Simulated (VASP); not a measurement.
Input of a VASP 6.6.1 run:

Contents of INCAR:

```
PREC = Accurate
ENCUT = 520
EDIFF = 1E-6
ISMEAR = 0
SIGMA = 0.1
LREAL = F
LASPH = T
NELM = 80
ALGO = Normal
ISIF = 2
LWAVE = F
LCHARG = F
GGA = PE
NBANDS = 57
```

KPOINTS

```
regular mesh
0
Gamma
  3 3 4
```

The input POSCAR:

```
Hf3ZrS8
1.0
    7.3261930339      0.0000000000      0.0000000000
   -3.6630965169      6.3446692803      0.0000000000
    0.0000000000      0.0000000000      6.5879234468
Zr Hf S
1 3 8
Direct
    0.0000000000      0.0000000000      0.0000000000
    0.0000000000      0.5000000000      0.0000000000
    0.5000000000      0.0000000000      0.0000000000
    0.5000000000      0.5000000000      0.0000000000
    0.3355358930      0.1677679465      0.7806078870
    0.3333333333      0.6666666667      0.7811322514
    0.8322320535      0.1677679465      0.7806078870
    0.8322320535      0.6644641070      0.7806078870
    0.1677679465      0.3355358930      0.2193921130
    0.1677679465      0.8322320535      0.2193921130
    0.6666666667      0.3333333333      0.2188677486
    0.6644641070      0.8322320535      0.2193921130
```

Potentials or basis: VASP PAW PBE potentials, release 64 (Zr_sv, Hf_pv, S).

Command:

```sh
$ cat potpaw_PBE.64/Zr_sv/POTCAR potpaw_PBE.64/Hf_pv/POTCAR potpaw_PBE.64/S/POTCAR > POTCAR
$ mpirun -np 1 vasp_std > vasp.out
```

(1) Estimate the pressure.

(2) Predict the band gap on the k mesh.

Results:

(1) -0.3 GPa.

(2) 1.18 eV, indirect (least direct gap 1.22 eV).

Caveat: spin-orbit coupling is left out, which moves the levels of the heavy elements; this functional lacks dispersion, which binds the layers, so the pressure and a relaxed spacing across them are unreliable.
